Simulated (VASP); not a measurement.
BiB:

```xyz
2
Lattice="0.0000 2.7600 2.7600 2.7600 0.0000 2.7600 2.7600 2.7600 0.0000" Properties=species:S:1:pos:R:3 pbc="T T T"
B     0.0000    0.0000    0.0000
Bi    1.3800    1.3800    1.3800
```

* Program: VASP 6.6.1
* Task: relaxation of cell and atoms
* Functional: PBEsol
* Potentials or basis: VASP PAW PBE potentials, release 64 (B, Bi_d)
* Cutoff: 600 eV
* k mesh: 8 × 8 × 8
* Occupations: fermi-dirac, width 0.02 eV
* Spin: no spin polarisation

At the start: pressure -2.7 GPa; volume 21.03 Å³/atom.

Problem. How do energy, volume and symmetry change on relaxing?

Solution. Over 3 steps the energy falls by 6.5 meV/atom and the volume is 20.29 Å³/atom (-3.5 %); space group F-43m (No. 216, to 0.1 Å) before and after.

Step by step:
| step | energy change (eV) | largest force (eV/Å) | pressure (GPa) | volume (Å³) |
| --- | --- | --- | --- | --- |
| 1 | 0.0000 | 0.0000 | -2.72 | 42.05 |
| 2 | -0.0101 | 0.0000 | 1.42 | 39.91 |
| 3 | -0.0129 | 0.0000 | 0.00 | 40.57 |

Final structure:
```yaml
crystal:
  lattice:
    - [0.00000, 2.72733, 2.72733]
    - [2.72733, 0.00000, 2.72733]
    - [2.72733, 2.72733, 0.00000]
  atoms:
    - { symbol: B, position: [0.00000, 0.00000, 0.00000] }
    - { symbol: Bi, position: [0.25000, 0.25000, 0.25000] }
```

Caveat: the PAW data sets were made with another functional, which shifts forces and pressure a little.
